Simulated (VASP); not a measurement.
# Ge (Fd-3m) in VASP: further runs

Runs on Ge. Level: PBE. Tasks: single point.

All numbers are computed with VASP 6.6.1; they aren't measurements. Logs are shortened: lines on timing, memory, paths and dates and some standing lists are left out, and cuts for length are marked.

**1. The cell of the first run**

The structure is cubic, space group Fd-3m (No. 227). The conventional cell has a = 5.658 Å, b = 5.658 Å, c = 5.658 Å, α = 90.00°, β = 90.00°, γ = 90.00°. Within 3.2 Å of Ge (site symmetry -43m) lie 4 Ge at 2.45 Å.

**2. Single point, PBE**

INCAR

```
ALGO     = Normal         # electronic algorithm
EDIFF    = 1E-6           # SCF threshold, eV
ENCUT    = 500            # plane-wave cutoff, eV
GGA      = PE             # functional
GGA_COMPAT= F            
ISIF     = 2              # what is computed and relaxed
ISMEAR   = 0              # smearing method
LASPH    = T              # aspherical terms in the spheres
LCHARG   = F              # write CHGCAR
LREAL    = F              # projectors in reciprocal space
LWAVE    = F              # write WAVECAR
NBANDS   = 21             # bands
NELM     = 120            # most SCF steps
PREC     = Accurate       # precision mode
SIGMA    = 0.01           # smearing width, eV
```

KPOINTS

```
k-points
0
Gamma
  7 7 7
```

POSCAR

```
Ge
1.0
    4.0006830000      0.0000000000      0.0000000000
    2.0003415000      3.4646931105      0.0000000000
    2.0003415000      1.1548977035      3.2665439909
Ge
2
Direct
    0.0000000000      0.0000000000      0.0000000000
    0.2500000000      0.2500000000      0.2500000000
```

Potentials or basis: VASP PAW PBE potentials, release 64 (Ge_d).

Launch:

```sh
$ cat potpaw_PBE.64/Ge_d/POTCAR > POTCAR
$ mpirun -np 1 vasp_std > vasp.out
```

OUTCAR:

```text
EDIFF = 1E-6
   ENCUT = 500
   GGA = PE
   ISIF = 2
   ISMEAR = 0
   LASPH = T
   LREAL = F
   NELM = 120
   PREC = Accurate

 ion  position               nearest neighbor table
   1  0.000  0.000  0.000-   2 2.45   2 2.45   2 2.45   2 2.45
   2  0.250  0.250  0.250-   1 2.45   1 2.45   1 2.45   1 2.45

  LATTYP: Found a face centered cubic cell.
 ALAT       =     5.6578201574

  Lattice vectors:

 A1 = (   4.0006830000,   0.0000000000,   0.0000000000)
 A2 = (   2.0003415000,   3.4646931105,   0.0000000000)
 A3 = (   2.0003415000,   1.1548977035,   3.2665439909)

Analysis of symmetry for initial positions (statically):
[... 5 lines left out ...]
 face centered cubic supercell.

 Subroutine GETGRP returns: Found 48 space group operations
 (whereof 24 operations were pure point group operations)
 out of a pool of 48 trial point group operations.

The static configuration has the point symmetry T_d .
 The point group associated with its full space group is O_h .

Analysis of symmetry for dynamics (positions and initial velocities):
[... 5 lines left out ...]
 face centered cubic supercell.

 Subroutine GETGRP returns: Found 48 space group operations
 (whereof 24 operations were pure point group operations)
 out of a pool of 48 trial point group operations.

The dynamic configuration has the point symmetry T_d .
 The point group associated with its full space group is O_h .

 Subroutine INISYM returns: Found 48 space group operations
 (whereof 24 operations are pure point group operations),
 and found     1 'primitive' translations

----------------------------------------------------------------------------------------

                                     Primitive cell

  volume of cell :      45.2780

  direct lattice vectors                    reciprocal lattice vectors
     4.000683000  0.000000000  0.000000000     0.249957320 -0.144312926 -0.102044648
     2.000341500  3.464693110  0.000000000     0.000000000  0.288625852 -0.102044648
     2.000341500  1.154897704  3.266543991     0.000000000  0.000000000  0.306133945

  length of vectors
     4.000683000  4.000683000  4.000683000     0.306133945  0.306133945  0.306133945

  position of ions in fractional coordinates (direct lattice)
     0.000000000  0.000000000  0.000000000
     0.250000000  0.250000000  0.250000000

  ion indices of the primitive-cell ions
   primitive index   ion index
                 1           1
                 2           2

----------------------------------------------------------------------------------------

 KPOINTS: k-points

Automatic generation of k-mesh.
 Grid dimensions read from file:
 generate k-points for:    7    7    7

 Generating k-lattice:

  Cartesian coordinates                     Fractional coordinates (reciprocal lattice)
     0.035708189 -0.020616132 -0.014577807     0.142857143  0.000000000  0.000000000
     0.000000000  0.041232265 -0.014577807     0.000000000  0.142857143  0.000000000
     0.000000000  0.000000000  0.043733421     0.000000000  0.000000000  0.142857143

  Length of vectors
     0.043733421  0.043733421  0.043733421

  Shift w.r.t. Gamma in fractional coordinates (k-lattice)
     0.000000000  0.000000000  0.000000000

 Subroutine IBZKPT returns following result:
 ===========================================

 Found     20 irreducible k-points:

 Following reciprocal coordinates:
            Coordinates               Weight
  0.000000  0.000000  0.000000      1.000000
  0.142857 -0.000000 -0.000000      8.000000
  0.285714  0.000000 -0.000000      8.000000
  0.428571  0.000000 -0.000000      8.000000
  0.142857  0.142857 -0.000000      6.000000
  0.285714  0.142857  0.000000     24.000000
[... 12 lines left out ...]
 -0.428571  0.428571  0.142857     24.000000
 -0.285714  0.428571  0.142857     24.000000
   k-points           NKPTS =     20   k-points in BZ     NKDIM =     20   number of bands    NBANDS=     21
   number of dos      NEDOS =    301   number of ions     NIONS =      2
   total plane-waves  NPLWV =  27000
   dimension x,y,z NGX =    30 NGY =   30 NGZ =   30
   dimension x,y,z NGXF=    60 NGYF=   60 NGZF=   60
   ions per type =               2
   NGX,Y,Z   is equivalent  to a cutoff of  12.47, 12.47, 12.47 a.u.
   NGXF,Y,Z  is equivalent  to a cutoff of  24.93, 24.93, 24.93 a.u.
 SYSTEM =  unknown system
   PREC   = accura    normal or accurate (medium, high low for compatibility)
   ISTART =      0    job   : 0-new  1-cont  2-samecut
   ICHARG =      2    charge: 1-file 2-atom 10-const
   ISPIN  =      1    spin polarized calculation?
   LNONCOLLINEAR =      F non collinear calculations
   LSORBIT =      F    spin-orbit coupling
   LASPH  =      T    aspherical Exc in radial PAW
   ENCUT  =  500.0 eV  36.75 Ry    6.06 a.u.   7.29  7.29  7.29*2*pi/ulx,y,z
   NELM   =    120;   NELMIN=  2; NELMDL= -5     # of ELM steps
   EDIFF  = 0.1E-05   stopping-criterion for ELM
   LREAL  =      F    real-space projection
   EDIFFG = 0.1E-04   stopping-criterion for IOM
   NSW    =      0    number of steps for IOM
   IBRION =     -1    ionic relax: 0-MD 1-quasi-New 2-CG
   NFREE  =      0    steps in history (QN), initial steepest desc. (CG)
   ISIF   =      2    stress and relaxation
   ISYM   =      2    0-nonsym 1-usesym 2-fastsym
   POTIM  = 0.5000    time-step for ionic-motion
   TEBEG  =    0.0;   TEEND  =   0.0 temperature during run
   PSTRESS=    0.0 pullay stress
   NELECT =      28.0000    total number of electrons
   NUPDOWN=      -1.0000    fix difference up-down
   EMIN   =  10.00;   EMAX   =-10.00  energy-range for DOS
   EFERMI =   0.00;   METHOD = LEGACY
   ISMEAR =     0;   SIGMA  =   0.01  broadening in eV -4-tet -1-fermi 0-gaus
   EFERMI_NEDOS =   21; number of points for ismear=-14 and -15
   IALGO  =     38    algorithm
   IMIX   =      4    mixing-type and parameters
     AMIX     =   0.40;   BMIX     =  1.00
     AMIX_MAG =   1.60;   BMIX_MAG =  1.00
  volume/ion in A,a.u.               =      22.64       152.78
  Fermi-wavevector in a.u.,A,eV,Ry     =   1.394756  2.635707 26.468032  1.945345
  Thomas-Fermi vector in A             =   2.518275
   LORBIT       =      0    0 simple, 1 ext, 2 COOP (PROOUT), +10 PAW based schemes
   GGA     = PE    functional components
   LHFCALC =     F    Hartree Fock is set to
   AEXX    =    0.0000 exact exchange contribution
   IVDW    =     0    specifies the selected vdW correction
   LEPSILON=     F    determine dielectric tensor
   LRPA    =     F    only Hartree local field effects (RPA)
 non-spin polarized calculation
 Gauss-broadening in eV      SIGMA  =   0.01
  energy-cutoff  :      500.00
  volume of cell :       45.28
 maximum number of plane-waves:      1173
 NGX is ok and might be reduce to    30
   NGX = 15   NGY = 15   NGZ = 15

 number of electron      28.0000022 magnetization

 Free energy of the ion-electron system (eV)
  ---------------------------------------------------
  ext. energy  EPLUGINS =         0.00000000
  ---------------------------------------------------
  free energy    TOTEN  =        -8.98788749 eV

  energy without entropy =       -8.98788476  energy(sigma->0) =       -8.98788612

 E-fermi :   5.0155     XC(G=0):  -9.9211

 val. band max:        4.9967044388   @ k =   0.0000   0.0000   0.0000
 cond. band min:       5.0314672465   @ k =   0.0000   0.0000   0.0000
 fundamental gap:      0.0347628077
 Fermi energy:         5.0154801852

 k-point     1 :       0.0000    0.0000    0.0000
  band No.  band energies     occupation
      1     -19.8191      2.00000
      2     -19.8191      2.00000
      3     -19.8191      2.00000
      4     -19.7830      2.00000
      5     -19.7830      2.00000
      6     -19.5725      2.00000
[... 13 lines left out ...]
     20      14.4770      0.00000
     21      14.4770      0.00000

 k-point     2 :       0.1429   -0.0000   -0.0000
  band No.  band energies     occupation
      1     -19.8289      2.00000
      2     -19.8289      2.00000
      3     -19.8159      2.00000
      4     -19.7692      2.00000
      5     -19.7692      2.00000
      6     -19.5866      2.00000
[... 13 lines left out ...]
     20      13.4645      0.00000
     21      13.4645      0.00000

 k-point     3 :       0.2857    0.0000   -0.0000
  band No.  band energies     occupation
      1     -19.8393      2.00000
      2     -19.8393      2.00000
      3     -19.8086      2.00000
      4     -19.7507      2.00000
      5     -19.7507      2.00000
      6     -19.6009      2.00000
[... 13 lines left out ...]
     20      13.5261      0.00000
     21      13.5261      0.00000

 k-point     4 :       0.4286    0.0000   -0.0000
  band No.  band energies     occupation
      1     -19.8432      2.00000
      2     -19.8432      2.00000
      3     -19.8025      2.00000
      4     -19.7421      2.00000
      5     -19.7421      2.00000
      6     -19.6064      2.00000
[... 13 lines left out ...]
     20      15.3284      0.00000
     21      15.3284      0.00000

 k-point     5 :       0.1429    0.1429   -0.0000
  band No.  band energies     occupation
      1     -19.8275      2.00000
      2     -19.8264      2.00000
      3     -19.8264      2.00000
      4     -19.7714      2.00000
      5     -19.7537      2.00000
      6     -19.6137      2.00000
[... 13 lines left out ...]
     20      12.9576      0.00000
     21      14.8239      0.00000
[... 286 lines left out ...]
     20      15.4388      0.00000
     21      16.2579      0.00000

 k-point    18 :      -0.4286    0.2857    0.1429
  band No.  band energies     occupation
      1     -19.8650      2.00000
      2     -19.8549      2.00000
      3     -19.7694      2.00000
      4     -19.7204      2.00000
      5     -19.6971      2.00000
      6     -19.6657      2.00000
[... 13 lines left out ...]
     20      15.3871      0.00000
     21      16.7263      0.00000

 k-point    19 :      -0.4286    0.4286    0.1429
  band No.  band energies     occupation
      1     -19.8615      2.00000
      2     -19.8602      2.00000
      3     -19.7657      2.00000
      4     -19.7183      2.00000
      5     -19.6956      2.00000
      6     -19.6554      2.00000
[... 13 lines left out ...]
     20      16.0981      0.00000
     21      17.8529      0.00000

 k-point    20 :      -0.2857    0.4286    0.1429
  band No.  band energies     occupation
      1     -19.8699      2.00000
      2     -19.8609      2.00000
      3     -19.7489      2.00000
      4     -19.7018      2.00000
      5     -19.6888      2.00000
      6     -19.6649      2.00000
[... 13 lines left out ...]
     20      15.7544      0.00000
     21      18.0689      0.00000

------------------------ aborting loop because EDIFF is reached ----------------------------------------

  FORCE on cell =-STRESS in cart. coord.  units (eV):
  Direction    XX          YY          ZZ          XY          YZ          ZX
  --------------------------------------------------------------------------------------
  -------------------------------------------------------------------------------------
  Total        0.9454842      0.9454842      0.9454842      0.0000000     -0.0000000      0.0000000
  in kB       33.4562640     33.4562640     33.4562640      0.0000000     -0.0000000      0.0000000
  external PRESSURE =      33.4562640 kB  Pullay stress =       0.0000000 kB

 VOLUME and BASIS-vectors are now :
 -----------------------------------------------------------------------------
  energy-cutoff  :      500.00
  volume of cell :       45.28
      direct lattice vectors                 reciprocal lattice vectors
     4.000683000  0.000000000  0.000000000     0.249957320 -0.144312926 -0.102044648
     2.000341500  3.464693110  0.000000000     0.000000000  0.288625852 -0.102044648
     2.000341500  1.154897704  3.266543991     0.000000000  0.000000000  0.306133945

 POSITION                                       TOTAL-FORCE (eV/Angst)
 -----------------------------------------------------------------------------------
      0.00000      0.00000      0.00000         0.000000      0.000000     -0.000000
      2.00034      1.15490      0.81664        -0.000000     -0.000000      0.000000
 -----------------------------------------------------------------------------------
    total drift:                                0.000000      0.000000      0.000000

  FREE ENERGIE OF THE ION-ELECTRON SYSTEM (eV)
  ---------------------------------------------------
  free  energy   TOTEN  =        -8.9878874855 eV

  energy  without entropy=       -8.9878847561  energy(sigma->0) =       -8.98788612
```

Wall time 9.2 s (1 thread of Intel Xeon 6975P-C (Granite Rapids), shared host); peak memory 0.16 GiB.

Results:

- Free energy: -8.9879 eV
- Pressure: 3.3 GPa
- Band gap on the k mesh: 0.03 eV, direct

Levels at points of the mesh, in eV from the valence-band top:
| k point | band 12 | band 13 | band 14 | band 15 | band 16 | band 17 |
| --- | --- | --- | --- | --- | --- | --- |
| (0.00, 0.00, 0.00) | 0.00 | 0.00 | 0.00 | 0.03 | 2.55 | 2.55 |

A k mesh can miss the band edges.

**3. Single point, PBE, non-collinear spin, zero start, spin-orbit coupling**

INCAR

```
PREC = Accurate ; ENCUT = 500
EDIFF = 1E-6 ; ISMEAR = 0
SIGMA = 0.01 ; LREAL = F
LASPH = T ; NELM = 200
ALGO = Normal ; ISIF = 2
LWAVE = F ; LCHARG = F
MAGMOM = 0 0 0 0 0 0 ; LORBIT = 11
LSORBIT = T ; GGA_COMPAT = F
LORBMOM = T ; GGA = PE
NBANDS = 40
```

KPOINTS

```
Automatic mesh
0
Gamma
  7 7 7
```

POSCAR is that of step 2.

Potentials or basis: VASP PAW PBE potentials, release 64 (Ge_d).

Launch:

```sh
$ cat potpaw_PBE.64/Ge_d/POTCAR > POTCAR
$ mpirun -np 1 vasp_ncl > vasp.out
```

It took 46 s on 1 thread of Intel Xeon 6975P-C (Granite Rapids), shared host; peak memory 0.29 GiB.

It converged, with:

| Property | Result |
| --- | --- |
| Free energy | -9.0063 eV |
| Pressure | 3.6 GPa |
| Net moment | 0.00 μB per cell |
| Valence electrons inside the program's atomic spheres | Ge 12.42 |

Moments on the atoms (μB; x, y, z):
```
Ge  0.00 0.00 0.00
Ge  0.00 0.00 0.00
```
